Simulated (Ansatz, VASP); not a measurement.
## TiO2 in VASP and in Ansatz

```
Ti O
1.0
     4.75948    0.00000    0.00000
     0.00000    4.75948    0.00000
     0.00000    0.00000    3.03796
Ti O
2 4
Cartesian
  0.0000 0.0000 0.0000
  2.3797 2.3797 1.5190
  1.4521 1.4521 0.0000
  0.9276 3.8318 1.5190
  3.3074 3.3074 0.0000
  3.8318 0.9276 1.5190
```

Change from the starting cell: mode 1 frozen in at +0.000 Å, equal normal strain along x, y and z +0.0250.

Alike in both runs: task single point; functional PBE; k mesh 6 × 6 × 10; occupations gaussian, width 0.05 eV; no spin polarisation.

|  | VASP | Ansatz |
| --- | --- | --- |
| version | VASP 6.6.1 | Ansatz 0.2.0 |
| potentials or method | VASP PAW PBE potentials, release 64 (Ti_sv, O), cutoff 520 eV | scalar-relativistic, plane waves, PAW |
| valence electrons in the cell | 48 | 48 |

VASP gave:

```
gap on the k mesh at the Fermi level (eV)                     : 1.65
least direct gap on the mesh (eV)                             : 1.65
pressure (GPa)                                                : -13.8
traceless stress, the component that is largest in VASP (GPa) : -2.51
rms of the force components (eV/Å)                            : 0.154
```

Which values does Ansatz return?

gap on the k mesh at the Fermi level (eV): 1.68; least direct gap on the mesh (eV): 1.68; pressure (GPa): -14.4; traceless stress, the component that is largest in VASP (GPa): -2.72; rms of the force components (eV/Å): 0.166.

Atom by atom the forces differ by 0.011 eV/Å (rms over components).
